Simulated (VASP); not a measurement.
# FeO (P4_2/mmc) in VASP: notebook

Runs on FeO. Level: LDA+U. Tasks: single point.

Everything below comes from runs of VASP 6.6.1. Logs are shortened: lines on timing, memory, paths and dates and some standing lists are left out, and cuts for length are marked.

## Step 1: The cell of the first run

It takes space group P4_2/mmc (No. 131, tetragonal). Conventional cell: a = 3.502 Å, b = 3.502 Å, c = 4.360 Å, α = 90.00°, β = 90.00°, γ = 90.00°. Fe (site symmetry mmm) has 4 O at 2.06 Å within 2.7 Å. O (site symmetry -4m2) has 4 Fe at 2.06 Å and 2 O at 2.18 Å within 2.7 Å.

## Step 2: Single point, LDA+U, collinear spin, ferromagnetic start

Contents of INCAR:

```
SYSTEM = FeO
PREC = Accurate
ENCUT = 1340
EDIFF = 1E-6
ISMEAR = 0
SIGMA = 0.05
LREAL = .FALSE.
LASPH = .TRUE.
NELM = 200
ALGO = Normal
ISIF = 2
LWAVE = .FALSE.
LCHARG = .FALSE.
ISPIN = 2
MAGMOM = 4 4 0 0
LORBIT = 11
LMAXMIX = 4
LDAU = .TRUE.
LDAUTYPE = 2
LDAUL = 2 -1
LDAUU = 3 0
LDAUJ = 0 0
LDAUPRINT = 1
NBANDS = 34
GGA_COMPAT = .FALSE.
```

Contents of KPOINTS:

```
Automatic mesh
0
G
  5 5 5
  0 0 0
```

Contents of POSCAR:

```
FeO
1.0
    3.5023808100      0.0000000000      0.0000000000
    0.0000000000      3.5023808100      0.0000000000
    0.0000000000      0.0000000000      4.3604723100
Fe O
2 2
Direct
    0.0000000000      0.5000000000      0.0000000000
    0.5000000000      0.0000000000      0.5000000000
    0.0000000000      0.0000000000      0.2500000000
    0.0000000000      0.0000000000      0.7500000000
```

Potentials or basis: VASP PAW LDA potentials, release 64 (Fe_sv, O_h).

On the command line:

```console
$ cat potpaw_LDA.64/Fe_sv/POTCAR potpaw_LDA.64/O_h/POTCAR > POTCAR
$ mpirun -np 1 vasp_std > vasp.out
```

OUTCAR:

```text
SYSTEM = FeO
   PREC = Accurate
   ENCUT = 1340
   EDIFF = 1E-6
   ISMEAR = 0
   LREAL = .FALSE.
   LASPH = .TRUE.
   NELM = 200
   ISIF = 2
   ISPIN = 2
   LORBIT = 11

 ion  position               nearest neighbor table
   1  0.000  0.500  0.000-
   2  0.500  0.000  0.500-
   3  0.000  0.000  0.250-
   4  0.000  0.000  0.750-

  LATTYP: Found a simple tetragonal cell.
 ALAT       =     3.5023808100
 C/A-ratio  =     1.2450023417

  Lattice vectors:

 A1 = (   3.5023808100,   0.0000000000,   0.0000000000)
 A2 = (   0.0000000000,   3.5023808100,   0.0000000000)
 A3 = (   0.0000000000,   0.0000000000,   4.3604723100)

Analysis of symmetry for initial positions (statically):
=====================================================================
 Subroutine PRICEL returns:
 Original cell was already a primitive cell.

 Routine SETGRP: Setting up the symmetry group for a
 simple tetragonal supercell.

 Subroutine GETGRP returns: Found 16 space group operations
 (whereof  8 operations were pure point group operations)
 out of a pool of 16 trial point group operations.

The static configuration has the point symmetry D_2h.
 The point group associated with its full space group is D_4h.

Analysis of symmetry for dynamics (positions and initial velocities):
=====================================================================
 Subroutine PRICEL returns:
 Original cell was already a primitive cell.

 Routine SETGRP: Setting up the symmetry group for a
 simple tetragonal supercell.

 Subroutine GETGRP returns: Found 16 space group operations
 (whereof  8 operations were pure point group operations)
 out of a pool of 16 trial point group operations.

The dynamic configuration has the point symmetry D_2h.
 The point group associated with its full space group is D_4h.

Analysis of structural, dynamic, and magnetic symmetry:
=====================================================================
 Subroutine PRICEL returns:
 Original cell was already a primitive cell.

 Routine SETGRP: Setting up the symmetry group for a
 simple tetragonal supercell.

 Subroutine GETGRP returns: Found 16 space group operations
 (whereof  8 operations were pure point group operations)
 out of a pool of 16 trial point group operations.

The overall configuration has the point symmetry D_2h.
 The point group associated with its full space group is D_4h.

 Subroutine INISYM returns: Found 16 space group operations
 (whereof  8 operations are pure point group operations),
 and found     1 'primitive' translations

----------------------------------------------------------------------------------------

                                     Primitive cell

  volume of cell :      53.4885

  direct lattice vectors                    reciprocal lattice vectors
     3.502380810  0.000000000  0.000000000     0.285520066  0.000000000  0.000000000
     0.000000000  3.502380810  0.000000000     0.000000000  0.285520066  0.000000000
     0.000000000  0.000000000  4.360472310     0.000000000  0.000000000  0.229332955

  length of vectors
     3.502380810  3.502380810  4.360472310     0.285520066  0.285520066  0.229332955

  position of ions in fractional coordinates (direct lattice)
     0.000000000  0.500000000  0.000000000
[... 141 lines left out ...]
  o =  0.0467  v =  0.0000  0.0000  0.0000  0.0000  0.0000  0.0000  0.0000  0.9873  0.0000  0.1588      0.0000  0.0000  0.0000  0.0000  0.0000  0.0000  0.0000  0.0000  0.0000  0.0000
  o =  0.1734  v =  0.0000  0.0000  0.0000  0.0000  0.0000  0.0000  1.0000 -0.0000  0.0000  0.0000      0.0000  0.0000  0.0000  0.0000  0.0000  0.0000  0.0000  0.0000  0.0000  0.0000
  o =  0.3047  v =  0.0000  0.0000  0.0000  0.0000  0.0000  0.0000 -0.0000 -0.1588  0.0000  0.9873      0.0000  0.0000  0.0000  0.0000  0.0000  0.0000  0.0000  0.0000  0.0000  0.0000
  o =  0.4177  v =  0.0000  0.0000  0.0000  0.0000  0.0000  0.0000  0.0000  0.0000 -1.0000  0.0000      0.0000  0.0000  0.0000  0.0000  0.0000  0.0000  0.0000  0.0000  0.0000  0.0000
  o =  0.8543  v =  0.0000 -0.0000  0.0585  0.0000 -0.9983  0.0000  0.0000  0.0000  0.0000  0.0000      0.0000  0.0000  0.0000  0.0000  0.0000  0.0000  0.0000  0.0000  0.0000  0.0000
  o =  0.8928  v =  0.0000  0.0000  0.0000 -1.0000  0.0000  0.0000  0.0000  0.0000  0.0000  0.0000      0.0000  0.0000  0.0000  0.0000  0.0000  0.0000  0.0000  0.0000  0.0000  0.0000
  o =  0.8982  v =  0.0000 -0.0000  0.9983  0.0000  0.0585  0.0000  0.0000  0.0000  0.0000  0.0000      0.0000  0.0000  0.0000  0.0000  0.0000  0.0000  0.0000  0.0000  0.0000  0.0000
  o =  0.9038  v =  1.0000  0.0000  0.0000  0.0000  0.0000  0.0000  0.0000  0.0000  0.0000  0.0000      0.0000  0.0000  0.0000  0.0000  0.0000  0.0000  0.0000  0.0000  0.0000  0.0000
  o =  0.9233  v =  0.0000 -1.0000 -0.0000  0.0000  0.0000  0.0000  0.0000  0.0000  0.0000  0.0000      0.0000  0.0000  0.0000  0.0000  0.0000  0.0000  0.0000  0.0000  0.0000  0.0000

atom =   2  type =  1  l = 2

 onsite density matrix

spin component  1

  0.9038  0.0000  0.0000  0.0000  0.0000
  0.0000  0.8928  0.0000  0.0000  0.0000
  0.0000  0.0000  0.8981  0.0000 -0.0026
  0.0000  0.0000  0.0000  0.9233  0.0000
  0.0000  0.0000 -0.0026  0.0000  0.8545

spin component  2

  0.0455  0.0000 -0.0000  0.0000  0.0000
  0.0000  0.4177  0.0000 -0.0000  0.0000
 -0.0000  0.0000  0.0532  0.0000  0.0404
  0.0000 -0.0000  0.0000  0.1734  0.0000
  0.0000  0.0000  0.0404  0.0000  0.2982

 occupancies and eigenvectors

  o =  0.0455  v =  0.0000  0.0000  0.0000  0.0000  0.0000  1.0000  0.0000  0.0000  0.0000  0.0000      0.0000  0.0000  0.0000  0.0000  0.0000  0.0000  0.0000  0.0000  0.0000  0.0000
  o =  0.0467  v =  0.0000  0.0000  0.0000  0.0000  0.0000  0.0000  0.0000  0.9873  0.0000 -0.1588      0.0000  0.0000  0.0000  0.0000  0.0000  0.0000  0.0000  0.0000  0.0000  0.0000
  o =  0.1734  v =  0.0000  0.0000  0.0000  0.0000  0.0000  0.0000  0.0000  0.0000 -1.0000  0.0000      0.0000  0.0000  0.0000  0.0000  0.0000  0.0000  0.0000  0.0000  0.0000  0.0000
  o =  0.3047  v =  0.0000  0.0000  0.0000  0.0000  0.0000  0.0000 -0.0000 -0.1588  0.0000 -0.9873      0.0000  0.0000  0.0000  0.0000  0.0000  0.0000  0.0000  0.0000  0.0000  0.0000
  o =  0.4177  v =  0.0000  0.0000  0.0000  0.0000  0.0000  0.0000  1.0000  0.0000  0.0000 -0.0000      0.0000  0.0000  0.0000  0.0000  0.0000  0.0000  0.0000  0.0000  0.0000  0.0000
  o =  0.8543  v =  0.0000 -0.0000 -0.0585  0.0000 -0.9983  0.0000  0.0000  0.0000  0.0000  0.0000      0.0000  0.0000  0.0000  0.0000  0.0000  0.0000  0.0000  0.0000  0.0000  0.0000
  o =  0.8928  v =  0.0000 -1.0000  0.0000  0.0000  0.0000  0.0000  0.0000  0.0000  0.0000  0.0000      0.0000  0.0000  0.0000  0.0000  0.0000  0.0000  0.0000  0.0000  0.0000  0.0000
  o =  0.8982  v =  0.0000  0.0000  0.9983  0.0000 -0.0585  0.0000  0.0000  0.0000  0.0000  0.0000      0.0000  0.0000  0.0000  0.0000  0.0000  0.0000  0.0000  0.0000  0.0000  0.0000
  o =  0.9038  v =  1.0000  0.0000  0.0000  0.0000  0.0000  0.0000  0.0000  0.0000  0.0000  0.0000      0.0000  0.0000  0.0000  0.0000  0.0000  0.0000  0.0000  0.0000  0.0000  0.0000
  o =  0.9233  v =  0.0000  0.0000  0.0000  1.0000  0.0000  0.0000  0.0000  0.0000  0.0000  0.0000      0.0000  0.0000  0.0000  0.0000  0.0000  0.0000  0.0000  0.0000  0.0000  0.0000

 number of electron      44.0000004 magnetization       7.5569086

 Free energy of the ion-electron system (eV)
  ---------------------------------------------------
  ext. energy  EPLUGINS =         0.00000000
  ---------------------------------------------------
  free energy    TOTEN  =       -26.85171926 eV

  energy without entropy =      -26.84884703  energy(sigma->0) =      -26.85028315

 E-fermi :   6.2723     XC(G=0): -11.2302

 val. band max:        6.2678059257   @ k =   0.0000   0.0000   0.0000
 cond. band min:       6.2750330879   @ k =   0.4000   0.4000   0.2000
 fundamental gap:      0.0072271622
 Fermi energy:         6.2722837044

 spin component 1

 k-point     1 :       0.0000    0.0000    0.0000
  band No.  band energies     occupation
      1     -83.0032      1.00000
      2     -83.0010      1.00000
      3     -49.7869      1.00000
      4     -49.7869      1.00000
      5     -49.5120      1.00000
      6     -49.4949      1.00000
[... 655 lines left out ...]
     33      20.4726      0.00000
     34      20.7934      0.00000
 Fermi energy:         6.2722837044

 spin component 2

 k-point     1 :       0.0000    0.0000    0.0000
  band No.  band energies     occupation
      1     -79.0964      1.00000
      2     -79.0938      1.00000
      3     -45.7968      1.00000
      4     -45.7968      1.00000
      5     -45.7747      1.00000
      6     -45.7747      1.00000
[... 655 lines left out ...]
     33      21.1752      0.00000
     34      21.4855      0.00000

------------------------ aborting loop because EDIFF is reached ----------------------------------------

  FORCE on cell =-STRESS in cart. coord.  units (eV):
  Direction    XX          YY          ZZ          XY          YZ          ZX
  --------------------------------------------------------------------------------------
  -------------------------------------------------------------------------------------
  Total       -9.5469358     -9.5469358      5.2823361     -0.0000000      0.0000000      0.0000000
  in kB     -285.9659491   -285.9659491    158.2254542     -0.0000000      0.0000000      0.0000000
  external PRESSURE =    -137.9021480 kB  Pullay stress =       0.0000000 kB

 VOLUME and BASIS-vectors are now :
 -----------------------------------------------------------------------------
  energy-cutoff  :     1340.00
  volume of cell :       53.49
      direct lattice vectors                 reciprocal lattice vectors
     3.502380810  0.000000000  0.000000000     0.285520066  0.000000000  0.000000000
     0.000000000  3.502380810  0.000000000     0.000000000  0.285520066  0.000000000
     0.000000000  0.000000000  4.360472310     0.000000000  0.000000000  0.229332955

 POSITION                                       TOTAL-FORCE (eV/Angst)
 -----------------------------------------------------------------------------------
      0.00000      1.75119      0.00000         0.000000      0.000000     -0.000000
      1.75119      0.00000      2.18024         0.000000      0.000000     -0.000000
      0.00000      0.00000      1.09012        -0.000000      0.000000      0.000000
      0.00000      0.00000      3.27035         0.000000     -0.000000     -0.000000
 -----------------------------------------------------------------------------------
    total drift:                                0.000000      0.000000     -0.000000

  FREE ENERGIE OF THE ION-ELECTRON SYSTEM (eV)
  ---------------------------------------------------
  free  energy   TOTEN  =       -26.8517192566 eV

  energy  without entropy=      -26.8488470343  energy(sigma->0) =      -26.85028315

 total charge

# of ion       s       p       d       tot
------------------------------------------
    1        2.128   5.998   5.437  13.563
    2        2.128   5.998   5.437  13.563
    3        1.048   2.278   0.000   3.326
    4        1.048   2.278   0.000   3.326
--------------------------------------------------
tot          6.351  16.553  10.874  33.778

 magnetization (x)

# of ion       s       p       d       tot
------------------------------------------
    1        0.017   0.007   3.475   3.499
    2        0.017   0.007   3.475   3.499
    3        0.017   0.093   0.000   0.110
    4        0.017   0.093   0.000   0.110
--------------------------------------------------
tot          0.067   0.200   6.950   7.217
```

Wall time 7.3 min (1 thread of Intel Xeon Platinum 8259CL at 2.50GHz (Skylake/Cascade Lake), shared host); peak memory 0.38 GiB.

Results:

- Free energy: -26.8517 eV
- Pressure: -13.8 GPa
- Net moment: 7.56 μB per cell
- Site moments: Fe +3.50; O +0.11 μB
- Valence electrons inside the program's atomic spheres: Fe 13.56; O 3.33

Eigenvalues of the final occupation matrices:
| site | spin | trace | eigenvalues |
| --- | --- | --- | --- |
| site 1 d | 1 | 4.47 | 0.85 0.89 0.90 0.90 0.92 |
| site 1 d | 2 | 0.99 | 0.05 0.05 0.17 0.30 0.42 |
| site 2 d | 1 | 4.47 | 0.85 0.89 0.90 0.90 0.92 |
| site 2 d | 2 | 0.99 | 0.05 0.05 0.17 0.30 0.42 |

Caveat: the stress differs along the axes, from -29 to 16 GPa; the run started ferromagnetic, and an antiferromagnetic order may lie lower in energy. The state reached can hang on the start; a lower one may exist.

## Step 3: Single point, LDA+U, collinear spin, ferromagnetic start

Contents of INCAR:

```
SYSTEM = FeO
ALGO = Normal ; EDIFF = 1E-6
ENCUT = 1340 ; GGA_COMPAT = .False.
ISIF = 2 ; ISMEAR = 0
ISPIN = 2 ; LASPH = .True.
LCHARG = .False. ; LDAU = .True.
LDAUJ = 0 0 ; LDAUL = 2 -1
LDAUPRINT = 1 ; LDAUTYPE = 2
LDAUU = 3 0 ; LMAXMIX = 4
LORBIT = 11 ; LREAL = .False.
LWAVE = .False. ; MAGMOM = 3.29 3.29 0.15 0.15
NBANDS = 34 ; NELM = 200
PREC = Accurate ; SIGMA = 0.05
```

Contents of KPOINTS:

```
k-points
0
Gamma
  5 5 5
  0 0 0
```

POSCAR is that of step 2.

Potentials or basis: VASP PAW LDA potentials, release 64 (Fe_sv, O_h).

On the command line:

```console
$ cat potpaw_LDA.64/Fe_sv/POTCAR potpaw_LDA.64/O_h/POTCAR > POTCAR
$ mpirun -np 1 vasp_std > vasp.out
```

Wall time 3.4 min (1 thread of AMD EPYC 9R45 (Zen 5), shared host); peak memory 0.35 GiB.

Results (log left out):

```yaml
Free_energy: -26.8517 eV
Pressure: -13.8 GPa
Net_moment: 7.56 μB per cell
Site_moments: Fe +3.50; O +0.11 μB
Valence_electrons_inside_the_program's_atomic_spheres: Fe 13.56; O 3.33
```

Stress tensor (GPa, compression positive):
```
-28.60   0.00   0.00
  0.00 -28.60   0.00
  0.00   0.00  15.82
```

Levels at points of the mesh, in eV from the Fermi level:
Spin up:
```tsv
k point	band 23	band 24	band 25	band 26	band 27	band 28	band 29	band 30
(0.00, 0.00, 0.00)	-2.79	-0.57	-0.34	-0.34	0.00	4.81	6.91	8.12
```
Spin down:
| k point | band 16 | band 17 | band 18 | band 19 | band 20 | band 21 |
| --- | --- | --- | --- | --- | --- | --- |
| (0.00, 0.00, 0.00) | -3.29 | -0.67 | 0.02 | 0.02 | 0.23 | 0.60 |

Eigenvalues of the final occupation matrices:
| site | spin | trace | eigenvalues |
| --- | --- | --- | --- |
| site 1 d | 1 | 4.47 | 0.85 0.89 0.90 0.90 0.92 |
| site 1 d | 2 | 0.99 | 0.05 0.05 0.17 0.30 0.42 |
| site 2 d | 1 | 4.47 | 0.85 0.89 0.90 0.90 0.92 |
| site 2 d | 2 | 0.99 | 0.05 0.05 0.17 0.30 0.42 |

Caveat: the stress differs along the axes, from -29 to 16 GPa; the run started ferromagnetic, and an antiferromagnetic order may lie lower in energy. The state reached can hang on the start; a lower one may exist.
